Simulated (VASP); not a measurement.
# Mo (Im-3m) in VASP: settings compared, part 2 of 2

VASP 6.6.1. The steps go on from the part before.

**3. Single point, r2SCAN**

This run uses another cell than the first one, of 15.79 Å³/atom, 0.909 times its volume.

The input, POSCAR:

```
Mo
1.0
   -1.5804252937      1.5804252937      1.5804252937
    1.5804252937     -1.5804252937      1.5804252937
    1.5804252937      1.5804252937     -1.5804252937
Mo
1
Direct
    0.0000000000      0.0000000000      0.0000000000
```

The input, INCAR.step1:

```
PREC = Accurate
ENCUT = 520
ISMEAR = 0
SIGMA = 0.1
LREAL = False
LASPH = True
NELM = 60
NBANDS = 13
GGA = PE
ALGO = Normal
EDIFF = 1E-4
LWAVE = True
LCHARG = False
```

The input, INCAR.step2:

```
PREC = Accurate
ENCUT = 520
EDIFF = 1E-6
ISMEAR = 0
SIGMA = 0.1
LREAL = False
LASPH = True
NELM = 60
ALGO = Normal
ISIF = 2
LWAVE = False
LCHARG = False
METAGGA = R2SCAN
LMIXTAU = True
NBANDS = 13
ISTART = 1
```

The input, KPOINTS:

```
Automatic mesh
0
Gamma
  24 24 24
```

Potentials or basis: VASP PAW PBE potentials, release 64 (Mo_sv).

Command:

```
> cat potpaw_PBE.64/Mo_sv/POTCAR > POTCAR
> cp INCAR.step1 INCAR
> mpirun -np 1 vasp_std > vasp.out
> cp INCAR.step2 INCAR
> mpirun -np 1 vasp_std > vasp.out
```

OUTCAR:

```text
PREC = Accurate
   ENCUT = 520
   EDIFF = 1E-6
   ISMEAR = 0
   LREAL = False
   LASPH = True
   NELM = 60
   ISIF = 2
   METAGGA = R2SCAN
   ISTART = 1

 ion  position               nearest neighbor table
   1  0.000  0.000  0.000-

  LATTYP: Found a body centered cubic cell.
 ALAT       =     3.1608505874

  Lattice vectors:

 A1 = (  -1.5804252937,   1.5804252937,   1.5804252937)
 A2 = (   1.5804252937,  -1.5804252937,   1.5804252937)
 A3 = (   1.5804252937,   1.5804252937,  -1.5804252937)

Analysis of symmetry for initial positions (statically):
=====================================================================
 Subroutine PRICEL returns:
 Original cell was already a primitive cell.

 Routine SETGRP: Setting up the symmetry group for a
 body centered cubic supercell.

 Subroutine GETGRP returns: Found 48 space group operations
 (whereof 48 operations were pure point group operations)
 out of a pool of 48 trial point group operations.

The static configuration has the point symmetry O_h .

Analysis of symmetry for dynamics (positions and initial velocities):
=====================================================================
[... 161 lines left out ...]
 Fermi energy:        12.4422295637

 k-point     1 :       0.0000    0.0000    0.0000
  band No.  band energies     occupation
      1     -50.8405      2.00000
      2     -23.3361      2.00000
      3     -23.3361      2.00000
      4     -23.3361      2.00000
      5       4.7565      2.00000
      6      10.9817      2.00000
      7      10.9817      2.00000
      8      10.9818      2.00000
      9      14.2789      0.00000
     10      14.2789      0.00000
     11      27.8686      0.00000
     12      27.8686      0.00000
     13      27.8686      0.00000
[... 354 lines left out ...]
  band No.  band energies     occupation
      1     -50.5589      2.00000
      2     -24.7819      2.00000
      3     -23.8038      2.00000
      4     -23.3583      2.00000
      5       6.9153      2.00000
      6       8.8753      2.00000
      7      13.5504      0.00000
      8      14.2368      0.00000
      9      15.1184      0.00000
     10      17.3425      0.00000
     11      24.4763      0.00000
     12      25.0153      0.00000
     13      30.4869      0.00000

 [... further k-points ...]
[... 5 lines left out ...]
  --------------------------------------------------------------------------------------
  -------------------------------------------------------------------------------------
  Total       -0.1397997     -0.1397997     -0.1397997      0.0000000      0.0000000      0.0000000
  in kB      -14.1851863    -14.1851863    -14.1851863      0.0000000      0.0000000      0.0000000
  external PRESSURE =     -14.1851863 kB  Pullay stress =       0.0000000 kB

 VOLUME and BASIS-vectors are now :
 -----------------------------------------------------------------------------
  energy-cutoff  :      520.00
  volume of cell :       15.79
      direct lattice vectors                 reciprocal lattice vectors
    -1.580425294  1.580425294  1.580425294     0.000000000  0.316370538  0.316370538
     1.580425294 -1.580425294  1.580425294     0.316370538  0.000000000  0.316370538
     1.580425294  1.580425294 -1.580425294     0.316370538  0.316370538  0.000000000

 POSITION                                       TOTAL-FORCE (eV/Angst)
 -----------------------------------------------------------------------------------
      0.00000      0.00000      0.00000         0.000000      0.000000     -0.000000
 -----------------------------------------------------------------------------------
    total drift:                                0.000000     -0.000000      0.000000

  FREE ENERGIE OF THE ION-ELECTRON SYSTEM (eV)
  ---------------------------------------------------
  free  energy   TOTEN  =       -26.0787218270 eV

  energy  without entropy=      -26.0752850110  energy(sigma->0) =      -26.07700342
```

OUTCAR.step1:

```text
PREC = Accurate
   ENCUT = 520
   ISMEAR = 0
   LREAL = False
   LASPH = True
   NELM = 60
[... 598 lines left out ...]

 POSITION                                       TOTAL-FORCE (eV/Angst)
 -----------------------------------------------------------------------------------
      0.00000      0.00000      0.00000        -0.000000      0.000000     -0.000000
 -----------------------------------------------------------------------------------
    total drift:                                0.000000     -0.000000      0.000000

  FREE ENERGIE OF THE ION-ELECTRON SYSTEM (eV)
  ---------------------------------------------------
  free  energy   TOTEN  =       -10.9365682884 eV

  energy  without entropy=      -10.9329059628  energy(sigma->0) =      -10.93473713
```

Run time: 92 s. Hardware: 1 thread of Intel Xeon 6975P-C (Granite Rapids), shared host; peak memory 0.18 GiB.

What came out:

```yaml
Free_energy: -26.0787 eV
Pressure: -1.4 GPa
Band_gap_on_the_k_mesh: zero (band 7 reaches 16.47 eV, above the bottom of band 8 at 10.98 eV)
```

Caveat: the PAW data sets were made with another functional, which shifts forces and pressure a little.

**4. Relaxation of cell and atoms, PBE**

This run uses another cell than the first one, of 15.83 Å³/atom, 0.911 times its volume.

The input, INCAR:

```
SYSTEM = Mo
ALGO = Normal
EDIFF = 1E-7
EDIFFG = -0.01
ENCUT = 600
GGA = PE
IBRION = 2
ISIF = 3
ISMEAR = 0
LASPH = .TRUE.
LCHARG = .FALSE.
LREAL = .FALSE.
LWAVE = .FALSE.
NELM = 100
NSW = 100
PREC = Accurate
SIGMA = 0.1
```

The input, KPOINTS:

```
k-points
0
G
  24 24 24
  0 0 0
```

The input, POSCAR:

```
Mo
1.0
   -1.5816719089      1.5816719089      1.5816719089
    1.5816719089     -1.5816719089      1.5816719089
    1.5816719089      1.5816719089     -1.5816719089
Mo
1
Direct
    0.0000000000      0.0000000000      0.0000000000
```

Command:

```
> cat potpaw_PBE.64/Mo_sv/POTCAR > POTCAR
> mpirun -np 1 vasp_std > vasp.out
```

It took 51 s on 1 thread of Intel Xeon 6975P-C (Granite Rapids), shared host; peak memory 0.21 GiB.

The run converged. Its results:

```
Free energy                            : -10.9367 eV
Relaxed volume                         : 15.81 Å³/atom
Relaxed cell                           : a = 2.739 Å, b = 2.739 Å, c = 2.739 Å, α = 109.47°, β = 109.47°, γ = 109.47°
Space group after relaxing (to 0.05 Å) : Im-3m (No. 229)
Energy gained by relaxing              : 0.0 meV/atom
Ionic steps                            : 3
Pressure after relaxing                : 0.0 GPa
Band gap on the k mesh                 : zero (band 7 reaches 16.32 eV, above the bottom of band 8 at 11.06 eV)
```

Final structure:
```
Mo
1.0
    -1.58121    1.58121    1.58121
     1.58121   -1.58121    1.58121
     1.58121    1.58121   -1.58121
Mo
1
Direct
  0.00000 0.00000 0.00000
```

Levels at points of the mesh, in eV from the Fermi level:
```tsv
k point	band 4	band 5	band 6	band 7	band 8	band 9	band 10	band 11
(0.00, 0.00, 0.00)	-34.62	-7.24	-1.39	-1.39	-1.39	1.59	1.59	14.77
(0.50, 0.00, 0.00)	-34.63	-5.30	-3.39	1.54	1.62	2.24	4.61	11.42
(0.50, 0.50, 0.50)	-35.55	-5.40	-5.40	3.87	3.87	3.87	8.93	8.93
```

**5. Single point, PBE**

This run uses another cell than the first one, of 15.83 Å³/atom, 0.911 times its volume.

The input, INCAR:

```
SYSTEM = Mo
PREC = Accurate
ENCUT = 520
EDIFF = 1E-6
ISMEAR = 0
SIGMA = 0.1
LREAL = .False.
LASPH = .True.
NELM = 60
ALGO = Fast
ISIF = 2
LWAVE = .False.
LCHARG = .False.
GGA = PE
NBANDS = 13
```

The input, KPOINTS:

```
regular mesh
0
Gamma
  8 8 8
  0 0 0
```

POSCAR is that of step 4.

Command:

```
> cat potpaw_PBE.64/Mo_sv/POTCAR > POTCAR
> mpirun -np 1 vasp_std > vasp.out
```

Run time: 4.7 s. Hardware: 1 thread of Intel Xeon 6975P-C, shared host; peak memory 0.12 GiB.

The run converged. Its results:

```
Free energy            : -10.9153 eV
Pressure               : 0.6 GPa
Band gap on the k mesh : zero (band 7 reaches 16.30 eV, above the bottom of band 8 at 11.05 eV)
```

Levels at points of the mesh, in eV from the Fermi level:
```
           k point  band 5  band 6  band 7  band 8  band 9  band 10
(0.00, 0.00, 0.00)   -7.07   -1.22   -1.22   -1.22    1.76     1.76
(0.50, 0.00, 0.00)   -5.13   -3.22    1.70    1.78    2.40     4.77
(0.50, 0.50, 0.50)   -5.22   -5.22    4.03    4.03    4.03     9.09
```

**6. The runs side by side**

| task | level | cell | k mesh | cutoff (eV) | gap on the mesh (eV) | pressure (GPa) |
| --- | --- | --- | --- | --- | --- | --- |
| single point | PBE | a = 2.826 Å, angles 109.5°, 1 atom | 24 × 24 × 24 | 520 | none | -19.8 |
| single point | r2SCAN | a = 2.737 Å, angles 109.5°, 1 atom | 24 × 24 × 24 | 520 | none | -1.4 |
| relaxation of cell and atoms | PBE | relaxed from a = 2.740 Å, angles 109.5°, 1 atom | 24 × 24 × 24 | 600 | none | 0.0 |
| single point | PBE | a = 2.740 Å, angles 109.5°, 1 atom | 8 × 8 × 8 | 520 | none | 0.6 |

Alike in all rows: potentials or basis VASP PAW PBE potentials, release 64 (Mo_sv); no spin polarisation; smearing gaussian 0.1 eV.

Caveats: the PAW data sets were made with another functional, which shifts forces and pressure a little (some runs).

Total energies depend on the potentials used, so only differences within one code and one set of settings carry meaning.
